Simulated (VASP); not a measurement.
# Se (P1) in VASP: single point with PBEsol

Aim: the single point of Se with PBEsol.

Program: VASP 6.6.1. These are calculated values, not measurements. Logs are shortened: lines on timing, memory, paths and dates and some standing lists are left out, and cuts for length are marked.

## 1. The cell of the first run

The typed cell holds 3 atoms: a = 4.367 Å, b = 4.328 Å, c = 4.954 Å, α = 89.57°, β = 88.85°, γ = 119.13°.

## 2. Single point, PBEsol (equal xy, yz and zx shear strains of +2 %)

INCAR

```
SYSTEM = Se
  PREC = Accurate
  ENCUT = 520
  EDIFF = 1E-7
  ISMEAR = -1
  SIGMA = 0.03
  LREAL = .False.
  LASPH = .True.
  NELM = 100
  ALGO = Normal
  ISIF = 2
  LWAVE = .False.
  LCHARG = .False.
  GGA = PS
  NBANDS = 16
```

KPOINTS

```
regular mesh
0
Gamma
  6 6 5
  0 0 0
```

POSCAR

```
Se
1.0
    4.3661999489      0.0436619995      0.0436619995
   -2.1452875738      3.7594090740      0.0159814010
    0.0495360000      0.0495360000      4.9536000000
Se
3
Direct
    0.2254000000      0.0000000000      0.3333333333
    0.0000000000      0.2254000000      0.6666666667
    0.7746000000      0.7746000000      0.0000000000
```

Potentials or basis: VASP PAW PBE potentials, release 64 (Se).

On the command line:

```sh
cat potpaw_PBE.64/Se/POTCAR > POTCAR
mpirun -np 1 vasp_std > vasp.out
```

OUTCAR:

```text
SYSTEM = Se
   PREC = Accurate
   ENCUT = 520
   EDIFF = 1E-7
   ISMEAR = -1
   LREAL = .False.
   LASPH = .True.
   NELM = 100
   ISIF = 2
   GGA = PS

 ion  position               nearest neighbor table
   1  0.225  0.000  0.333-   2 2.35   3 2.42
   2  0.000  0.225  0.667-   3 2.35   1 2.35
   3  0.775  0.775  0.000-   2 2.35   1 2.42

  LATTYP: Found a triclinic cell.
 ALAT       =     4.4044703090
 B/A-ratio  =     2.0393883600
 C/A-ratio  =     0.9827452114
 COS(alpha) =     0.0044424019
 COS(beta)  =     0.5000757388
 COS(gamma) =     0.7246981347

  Lattice vectors:

 A1 = (   2.2209123751,   3.8030710735,   0.0596434005)
 A2 = (   6.5375763240,   3.7971970730,  -4.8502946000)
 A3 = (  -2.1452875738,   3.7594090740,   0.0159814010)

Analysis of symmetry for initial positions (statically):
=====================================================================
 Subroutine PRICEL returns:
 Original cell was already a primitive cell.

 Routine SETGRP: Setting up the symmetry group for a
 triclinic supercell.

 Subroutine GETGRP returns: Found  1 space group operations
 (whereof  1 operations were pure point group operations)
 out of a pool of  2 trial point group operations.

The static configuration has the point symmetry C_1 .

Analysis of symmetry for dynamics (positions and initial velocities):
=====================================================================
 Subroutine PRICEL returns:
 Original cell was already a primitive cell.

 Routine SETGRP: Setting up the symmetry group for a
 triclinic supercell.

 Subroutine GETGRP returns: Found  1 space group operations
 (whereof  1 operations were pure point group operations)
 out of a pool of  2 trial point group operations.

The dynamic configuration has the point symmetry C_1 .

 Subroutine INISYM returns: Found  1 space group operations
 (whereof  1 operations are pure point group operations),
 and found     1 'primitive' translations

----------------------------------------------------------------------------------------

                                     Primitive cell

  volume of cell :      81.7578

  direct lattice vectors                    reciprocal lattice vectors
     4.366199949  0.043661999  0.043661999     0.227767990  0.129989848 -0.003577578
    -2.145287574  3.759409074  0.015981401    -0.002618969  0.264515884 -0.002618969
     0.049536000  0.049536000  4.953600000    -0.001999142 -0.001999142  0.201913368

  length of vectors
     4.366636547  4.328472105  4.954095335     0.262275460  0.264541813  0.201933160

  position of ions in fractional coordinates (direct lattice)
     0.225400000  0.000000000  0.333333333
     1.000000000  0.225400000  0.666666667
     0.774600000  0.774600000  1.000000000

  ion indices of the primitive-cell ions
   primitive index   ion index
                 1           1
                 2           2
                 3           3

----------------------------------------------------------------------------------------

 KPOINTS: regular mesh

Automatic generation of k-mesh.
 Grid dimensions read from file:
 generate k-points for:    6    6    5

 Generating k-lattice:

  Cartesian coordinates                     Fractional coordinates (reciprocal lattice)
     0.037961332  0.021664975 -0.000596263     0.166666667 -0.000000000  0.000000000
    -0.000436495  0.044085981 -0.000436495     0.000000000  0.166666667  0.000000000
    -0.000399828 -0.000399828  0.040382674    -0.000000000 -0.000000000  0.200000000

  Length of vectors
     0.043712577  0.044090302  0.040386632

  Shift w.r.t. Gamma in fractional coordinates (k-lattice)
     0.000000000  0.000000000  0.000000000

 Subroutine IBZKPT returns following result:
 ===========================================

 Found     92 irreducible k-points:

 Following reciprocal coordinates:
            Coordinates               Weight
  0.000000  0.000000  0.000000      1.000000
  0.166667 -0.000000  0.000000      2.000000
  0.333333 -0.000000  0.000000      2.000000
  0.500000 -0.000000  0.000000      1.000000
 -0.000000  0.166667  0.000000      2.000000
  0.166667  0.166667  0.000000      2.000000
[... 16 lines left out ...]
  0.333333 -0.000000  0.200000      2.000000
  0.500000 -0.000000  0.200000      2.000000
 [... further k-points ...]
   k-points           NKPTS =     92   k-points in BZ     NKDIM =     92   number of bands    NBANDS=     16
   number of dos      NEDOS =    301   number of ions     NIONS =      3
   total plane-waves  NPLWV =  40960
   dimension x,y,z NGX =    32 NGY =   32 NGZ =   40
   dimension x,y,z NGXF=    64 NGYF=   64 NGZF=   80
   ions per type =               3
   NGX,Y,Z   is equivalent  to a cutoff of  12.18, 12.29, 13.42 a.u.
   NGXF,Y,Z  is equivalent  to a cutoff of  24.37, 24.58, 26.85 a.u.
 SYSTEM =  Se
   PREC   = accura    normal or accurate (medium, high low for compatibility)
   ISTART =      0    job   : 0-new  1-cont  2-samecut
   ICHARG =      2    charge: 1-file 2-atom 10-const
   ISPIN  =      1    spin polarized calculation?
   LNONCOLLINEAR =      F non collinear calculations
   LSORBIT =      F    spin-orbit coupling
   LASPH  =      T    aspherical Exc in radial PAW
   ENCUT  =  520.0 eV  38.22 Ry    6.18 a.u.   8.12  8.05  9.21*2*pi/ulx,y,z
   NELM   =    100;   NELMIN=  2; NELMDL= -5     # of ELM steps
   EDIFF  = 0.1E-06   stopping-criterion for ELM
   LREAL  =      F    real-space projection
   EDIFFG = 0.1E-05   stopping-criterion for IOM
   NSW    =      0    number of steps for IOM
   IBRION =     -1    ionic relax: 0-MD 1-quasi-New 2-CG
   NFREE  =      0    steps in history (QN), initial steepest desc. (CG)
   ISIF   =      2    stress and relaxation
   ISYM   =      2    0-nonsym 1-usesym 2-fastsym
   POTIM  = 0.5000    time-step for ionic-motion
   TEBEG  =    0.0;   TEEND  =   0.0 temperature during run
   PSTRESS=    0.0 pullay stress
   NELECT =      18.0000    total number of electrons
   NUPDOWN=      -1.0000    fix difference up-down
   EMIN   =  10.00;   EMAX   =-10.00  energy-range for DOS
   EFERMI =   0.00;   METHOD = LEGACY
   ISMEAR =    -1;   SIGMA  =   0.03  broadening in eV -4-tet -1-fermi 0-gaus
   EFERMI_NEDOS =   21; number of points for ismear=-14 and -15
   IALGO  =     38    algorithm
   IMIX   =      4    mixing-type and parameters
     AMIX     =   0.40;   BMIX     =  1.00
     AMIX_MAG =   1.60;   BMIX_MAG =  1.00
  volume/ion in A,a.u.               =      27.25       183.91
  Fermi-wavevector in a.u.,A,eV,Ry     =   0.988529  1.868048 13.295459  0.977189
  Thomas-Fermi vector in A             =   2.120062
   LORBIT       =      0    0 simple, 1 ext, 2 COOP (PROOUT), +10 PAW based schemes
   GGA     = PS    functional components
   LHFCALC =     F    Hartree Fock is set to
   AEXX    =    0.0000 exact exchange contribution
   IVDW    =     0    specifies the selected vdW correction
   LEPSILON=     F    determine dielectric tensor
   LRPA    =     F    only Hartree local field effects (RPA)
 non-spin polarized calculation
  energy-cutoff  :      520.00
  volume of cell :       81.76
 maximum number of plane-waves:      2218
   NGX = 17   NGY = 17   NGZ = 19

 number of electron      18.0000000 magnetization

 Free energy of the ion-electron system (eV)
  ---------------------------------------------------
  ext. energy  EPLUGINS =         0.00000000
  ---------------------------------------------------
  free energy    TOTEN  =       -11.47049891 eV

  energy without entropy =      -11.47049891  energy(sigma->0) =      -11.47049891

 E-fermi :   3.0571     XC(G=0):  -9.0368

 val. band max:        2.4980958544   @ k =   0.1667   0.3333   0.4000
 cond. band min:       3.5759061307   @ k =   0.0000   0.0000   0.4000
 fundamental gap:      1.0778102763
 Fermi energy:         3.0570777082

 k-point     1 :       0.0000    0.0000    0.0000
  band No.  band energies     occupation
      1     -13.3117      2.00000
      2      -9.2565      2.00000
      3      -9.0764      2.00000
      4      -1.3076      2.00000
      5      -1.2917      2.00000
      6      -1.1770      2.00000
[... 8 lines left out ...]
     15       8.9515      0.00000
     16      10.8607      0.00000

 k-point     2 :       0.1667   -0.0000    0.0000
  band No.  band energies     occupation
      1     -13.2102      2.00000
      2      -9.3669      2.00000
      3      -9.0483      2.00000
      4      -1.9738      2.00000
      5      -1.5712      2.00000
      6      -1.0130      2.00000
[... 8 lines left out ...]
     15       9.6694      0.00000
     16      10.9068      0.00000

 k-point     3 :       0.3333   -0.0000    0.0000
  band No.  band energies     occupation
      1     -12.9806      2.00000
      2      -9.6229      2.00000
      3      -9.0011      2.00000
      4      -2.4910      2.00000
      5      -1.9602      2.00000
      6      -1.0286      2.00000
[... 8 lines left out ...]
     15      10.9608      0.00000
     16      12.0706      0.00000

 k-point     4 :       0.5000   -0.0000    0.0000
  band No.  band energies     occupation
      1     -12.8477      2.00000
      2      -9.7763      2.00000
      3      -8.9787      2.00000
      4      -2.6104      2.00000
      5      -2.1268      2.00000
      6      -0.8694      2.00000
[... 8 lines left out ...]
     15      12.1141      0.00000
     16      12.3316      0.00000
[... 324 lines left out ...]
 k-point    22 :       0.1667   -0.0000    0.2000
  band No.  band energies     occupation
      1     -13.0351      2.00000
      2     -10.4171      2.00000
      3      -8.0892      2.00000
      4      -2.0272      2.00000
      5      -1.6179      2.00000
      6      -0.8060      2.00000
[... 8 lines left out ...]
     15       9.9053      0.00000
     16      10.0679      0.00000

 k-point    23 :       0.3333   -0.0000    0.2000
  band No.  band energies     occupation
      1     -12.8187      2.00000
      2     -10.3639      2.00000
      3      -8.4082      2.00000
      4      -2.4122      2.00000
      5      -2.1613      2.00000
      6      -0.8363      2.00000
[... 8 lines left out ...]
     15      10.5789      0.00000
     16      11.2615      0.00000

 k-point    24 :       0.5000   -0.0000    0.2000
  band No.  band energies     occupation
      1     -12.6788      2.00000
      2     -10.4255      2.00000
      3      -8.4829      2.00000
      4      -2.6372      2.00000
      5      -2.4682      2.00000
      6      -1.0781      2.00000
[... 8 lines left out ...]
     15      11.8117      0.00000
     16      12.2643      0.00000

 [... further k-points ...]
[... 5 lines left out ...]
  --------------------------------------------------------------------------------------
  -------------------------------------------------------------------------------------
  Total       -0.2388386      0.1876702      0.7943591     -0.3451502     -0.4903820     -0.6857003
  in kB       -4.6804302      3.6777025     15.5667545     -6.7637782     -9.6098308    -13.4374095
  external PRESSURE =       4.8546756 kB  Pullay stress =       0.0000000 kB

 VOLUME and BASIS-vectors are now :
 -----------------------------------------------------------------------------
  energy-cutoff  :      520.00
  volume of cell :       81.76
      direct lattice vectors                 reciprocal lattice vectors
     4.366199949  0.043661999  0.043661999     0.227767990  0.129989848 -0.003577578
    -2.145287574  3.759409074  0.015981401    -0.002618969  0.264515884 -0.002618969
     0.049536000  0.049536000  4.953600000    -0.001999142 -0.001999142  0.201913368

 POSITION                                       TOTAL-FORCE (eV/Angst)
 -----------------------------------------------------------------------------------
      1.00065      0.02635      1.66104         0.256850     -0.156327     -0.314848
     -0.45052      0.88039      3.30600        -0.264694      0.457512     -0.044411
      1.72032      2.94586      0.04620         0.007844     -0.301184      0.359259
 -----------------------------------------------------------------------------------
    total drift:                               -0.000010     -0.000006     -0.000026

  FREE ENERGIE OF THE ION-ELECTRON SYSTEM (eV)
  ---------------------------------------------------
  free  energy   TOTEN  =       -11.4704989133 eV

  energy  without entropy=      -11.4704989125  energy(sigma->0) =      -11.47049891
```

Run time: 2.1 min. Hardware: 1 thread of AMD EPYC 7R43 (Zen 3), shared host; peak memory 0.2 GiB.

Results:

```
Free energy            : -11.4705 eV
Pressure               : 0.5 GPa
Largest force          : 0.530 eV/Å
Band gap on the k mesh : 1.08 eV, indirect (least direct gap 1.38 eV)
```

Forces on the atoms (eV/Å):
```
Se   0.257 -0.156 -0.315
Se  -0.265  0.458 -0.044
Se   0.008 -0.301  0.359
```

Stress tensor (GPa, compression positive):
```
-0.47 -0.68 -1.34
-0.68  0.37 -0.96
-1.34 -0.96  1.56
```

Caveat: the cell differs from its parent crystal (equal xy, yz and zx shear strains of +2 %); the PAW data sets were made with another functional, which shifts forces and pressure a little. A k mesh can miss the band edges.
